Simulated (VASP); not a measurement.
A run of VASP 6.6.1 is set up as follows.

The input INCAR:

```
PREC = Accurate
ENCUT = 520
EDIFF = 1E-6
ISMEAR = 0
SIGMA = 0.1
LREAL = False
LASPH = True
NELM = 80
ALGO = Normal
ISIF = 2
LWAVE = False
LCHARG = True
LDIPOL = True
IDIPOL = 3
DIPOL = 0.5 0.5 0.359
GGA = PE
LELF = True
LVHAR = True
LVACPOTAV = True
NBANDS = 38
```

File KPOINTS:

```
regular mesh
0
Gamma
  9 9 1
```

POSCAR

```
Ti3N3O
1.0
    3.0028555065      0.0000000000      0.0000000000
   -1.5014277533      2.6005491525      0.0000000000
    0.0000000000      0.0000000000     21.5541471922
N Ti O
3 3 1
Direct
    0.3333333333      0.6666666667      0.1855791354
    0.0000000000      0.0000000000      0.2993308525
    0.6666666667      0.3333333333      0.4147299352
    0.6666666667      0.3333333333      0.2424549940
    0.3333333333      0.6666666667      0.3575097830
    0.0000000000      0.0000000000      0.4686243085
    0.0000000000      0.0000000000      0.5437192364
```

Potentials or basis: VASP PAW PBE potentials, release 64 (N, Ti_sv, O).

Launch:

```sh
$ cat potpaw_PBE.64/N/POTCAR potpaw_PBE.64/Ti_sv/POTCAR potpaw_PBE.64/O/POTCAR > POTCAR
$ mpirun -np 1 vasp_std > vasp.out
```

(1) What does it give for the band gap on the k mesh?

(2) What does it give for the largest force?

Results:

(1) zero (an odd number of electrons rules out a gap without spin polarisation).

(2) 5.279 eV/Å.

Caveat: an odd number of electrons without spin polarisation forces a metal; a magnetic or distorted state may lie lower.
